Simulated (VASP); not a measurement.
BP:

```
B P
1.0
     0.00000    2.02926    2.02926
     2.02926    0.00000    2.02926
     2.02926    2.02926    0.00000
B P
1 1
Direct
  0.00000 0.00000 0.00000
  0.50000 0.50000 0.50000
```

- Program: VASP 6.6.1
- Task: relaxation of cell and atoms
- Functional: PBE
- Potentials or basis: VASP PAW PBE potentials, release 64 (B, P)
- Cutoff: 600 eV
- k mesh: 10 × 10 × 10
- Occupations: fermi-dirac, width 0.02 eV
- Spin: no spin polarisation

At the start: pressure 42.0 GPa; volume 8.36 Å³/atom.

Question: How do energy, volume and symmetry change on relaxing?

Answer: Over 19 steps the energy falls by 187.0 meV/atom and the volume is 10.01 Å³/atom (+19.8 %); space group Fm-3m (No. 225, to 0.1 Å) before and after.

The path:
| step | energy change (eV) | largest force (eV/Å) | pressure (GPa) | volume (Å³) |
| --- | --- | --- | --- | --- |
| 1 | 0.0000 | 0.0000 | 42.04 | 16.71 |
| 2 | -0.2454 | 0.0000 | -14.95 | 22.60 |
| 3 | -0.3740 | 0.0000 | -0.32 | 20.06 |
| 4 | -0.3740 | 0.0000 | 0.20 | 19.99 |
| 5 | -0.3740 | 0.0000 | 0.20 | 19.99 |
| 6 | -0.3740 | 0.0000 | 0.19 | 19.99 |
| 7 | -0.3740 | 0.0000 | 0.19 | 19.99 |
| 8 | -0.3740 | 0.0000 | 0.19 | 19.99 |
| 9 | -0.3740 | 0.0000 | 0.19 | 19.99 |
| 10 | -0.3740 | 0.0000 | 0.19 | 19.99 |
| 11 | -0.3740 | 0.0000 | 0.19 | 19.99 |
| 12 | -0.3740 | 0.0000 | 0.19 | 19.99 |
| 13 | -0.3740 | 0.0000 | 0.19 | 19.99 |
| 14 | -0.3740 | 0.0000 | 0.19 | 20.00 |
| 15 | -0.3740 | 0.0000 | 0.18 | 20.00 |
| 16 | -0.3740 | 0.0000 | 0.18 | 20.00 |
| 17 | -0.3740 | 0.0000 | 0.16 | 20.00 |
| 18 | -0.3740 | 0.0000 | 0.13 | 20.01 |
| 19 | -0.3740 | 0.0000 | 0.03 | 20.02 |

Final structure:
```yaml
crystal:
  lattice:
    - [0.00000, 2.15505, 2.15505]
    - [2.15505, 0.00000, 2.15505]
    - [2.15505, 2.15505, 0.00000]
  atoms:
    - { symbol: B, position: [0.00000, 0.00000, 0.00000] }
    - { symbol: P, position: [0.50000, 0.50000, 0.50000] }
```

Caveat: the volume moved by over 15 % at a fixed basis, so the end points are rough; the structure was generated, so it needn't be the stable form of BP.
